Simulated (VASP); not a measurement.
A run of VASP 6.6.1:

INCAR

```
PREC     = Accurate       # precision mode
ENCUT    = 520            # plane-wave cutoff, eV
EDIFF    = 1E-7           # SCF threshold, eV
ISMEAR   = -1             # smearing method
SIGMA    = 0.05           # smearing width, eV
LREAL    = F              # projectors in reciprocal space
LASPH    = T              # aspherical terms in the spheres
NELM     = 60             # most SCF steps
ALGO     = Normal         # electronic algorithm
ISIF     = 2              # what is computed and relaxed
LWAVE    = F              # write WAVECAR
LCHARG   = F              # write CHGCAR
GGA      = B5             # functional
ALDAX    = 1.0          
AGGAX    = 1.0          
AGGAC    = 1.0          
ALDAC    = 0.0          
IVDW     = 13             # dispersion correction
VDW_S6   = 1.0          
VDW_S8   = 2.34076671   
VDW_A1   = 0.44488865   
VDW_A2   = 4.0933009    
NBANDS   = 16             # bands
```

File KPOINTS:

```
Automatic mesh
0
Gamma
  10 10 5
```

The input POSCAR:

```
SiC
1.0
    3.1164783262      0.0000000000      0.0000000000
   -1.5582391631      2.6989494007      0.0000000000
    0.0000000000      0.0000000000      5.1144286705
Si C
2 2
Direct
    0.6666666667      0.3333333333      0.5000000000
    0.3333333333      0.6666666667      0.0000000000
    0.6666666667      0.3333333333      0.8850000000
    0.3333333333      0.6666666667      0.3850000000
```

Potentials or basis: VASP PAW PBE potentials, release 64 (Si, C).

Run with:

```bash
$ cat potpaw_PBE.64/Si/POTCAR potpaw_PBE.64/C/POTCAR > POTCAR
$ mpirun -np 1 vasp_std > vasp.out
```

Hardware: 1 thread of Intel(R) Xeon(R) Platinum 8488C (Sapphire Rapids), on a shared host.

Q: How long does it take, and how much memory?

A: It took 21 s on 1 thread of Intel(R) Xeon(R) Platinum 8488C (Sapphire Rapids), on a shared host, peak memory 0.16 GiB. Counts: scf iterations 14, k points 42.
